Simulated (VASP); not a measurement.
# LiCl: single point with PBE

LiCl:

```
Li Cl
1.0
     0.00000    2.51241    2.51241
     2.51241    0.00000    2.51241
     2.51241    2.51241    0.00000
Li Cl
1 1
Direct
  0.00000 0.00000 0.00000
  0.50000 0.50000 0.50000
```

```json
{
  "Program": "VASP 6.6.1",
  "Task": "single point",
  "Functional": "PBE",
  "Potentials or basis": "VASP PAW PBE potentials, release 64 (Li_sv, Cl)",
  "Cutoff": "520 eV",
  "k mesh": "6 × 6 × 6",
  "Occupations": "gaussian, width 0.01 eV",
  "Spin": "no spin polarisation"
}
```

```
Band gap on the k mesh : 6.71 eV, direct
```

Levels at points of the mesh, in eV from the valence-band top:
| k point | band 3 | band 4 | band 5 | band 6 | band 7 | band 8 |
| --- | --- | --- | --- | --- | --- | --- |
| (0.00, 0.00, 0.00) | 0.00 | 0.00 | 0.00 | 6.71 | 11.98 | 11.98 |
| (0.50, 0.00, 0.00) | -3.07 | -0.28 | -0.28 | 6.82 | 9.52 | 9.52 |
| (0.50, 0.50, 0.00) | -3.19 | -1.22 | -1.22 | 8.02 | 8.19 | 12.98 |

Run time: 4.9 s on 1 thread of Intel(R) Xeon(R) Platinum 8488C (Sapphire Rapids), on a shared host, peak memory 0.14 GiB.

 A k mesh can miss the band edges.
